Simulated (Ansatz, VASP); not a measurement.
**Two plane-wave programs on Os**

The input INCAR:

```
SYSTEM = Os
PREC     = Accurate       ! precision mode
ENCUT    = 520            ! plane-wave cutoff, eV
EDIFF    = 1E-6           ! SCF threshold, eV
ISMEAR   = 0              ! smearing method
SIGMA    = 0.15           ! smearing width, eV
LREAL    = .False.        ! projectors in reciprocal space
LASPH    = .True.         ! aspherical terms in the spheres
NELM     = 80             ! most SCF steps
ALGO     = Fast           ! electronic algorithm
ISIF     = 2              ! what is computed and relaxed
LWAVE    = .False.        ! write WAVECAR
LCHARG   = .True.         ! write CHGCAR
GGA      = PS             ! functional
LELF     = .True.         ! ELF
LVHAR    = .True.       
NBANDS   = 15             ! bands
```

The input KPOINTS:

```
regular mesh
0
Gamma
  24 24 12
  0 0 0
```

File POSCAR:

```
Os
1.0
    2.8862996437      0.0000000000      0.0000000000
   -1.4431498219      2.4996088144      0.0000000000
    0.0000000000      0.0000000000      3.8761407338
Os
2
Direct
    0.3333333333      0.6666666667      0.2500000000
    0.6666666667      0.3333333333      0.7500000000
```

Input for Ansatz:

```yaml
crystal:
  lattice:
    - [2.8862996437, 0.0, 0.0]
    - [-1.4431498219, 2.4996088144, 0.0]
    - [0.0, 0.0, 3.8761407338]
  atoms:
    - { symbol: Os, position: [0.3333333333, 0.6666666667, 0.25] }
    - { symbol: Os, position: [0.6666666667, 0.3333333333, 0.75] }
basis:
  ecutwfc: 420
kpoints:
  mp_grid: { grid: [24, 24, 12] }
hamiltonian:
  xc: pbesol
scf:
  occupations: { method: gaussian, width: 0.15 }
output:
  forces: true
  stress: true
  eigenvalues: true
```

Alike in both runs: task single point; functional PBEsol; k mesh 24 × 24 × 12; occupations gaussian, width 0.15 eV; no spin polarisation.

```csv
,VASP,Ansatz
version,VASP 6.6.1,Ansatz 0.2.0
potentials or method,"VASP PAW PBE potentials, release 64 (Os), cutoff 520 eV","scalar-relativistic, plane waves, PAW"
valence electrons in the cell,16,32
```

Ansatz gave:

| Property | Result |
| --- | --- |
| gap on the k mesh at the Fermi level (eV) | none |
| pressure (GPa) | 12.0 |
| traceless stress, the component that is largest in VASP (GPa) | 52.81 |

Problem. What did VASP give for the same quantities?

Solution. gap on the k mesh at the Fermi level (eV): none; pressure (GPa): 12.6; traceless stress, the component that is largest in VASP (GPa): 52.56.

VASP's potentials were made for PBE, not for PBEsol. A gap of «none» marks a metal or a gap that the smearing closes. The functional is the same, so the differences come from potentials, cutoffs and numerics. VASP's potentials hold 16 valence electrons a cell and Ansatz's 32, so a difference there can come from the potentials and not from the codes.

Spin-orbit coupling is off throughout.
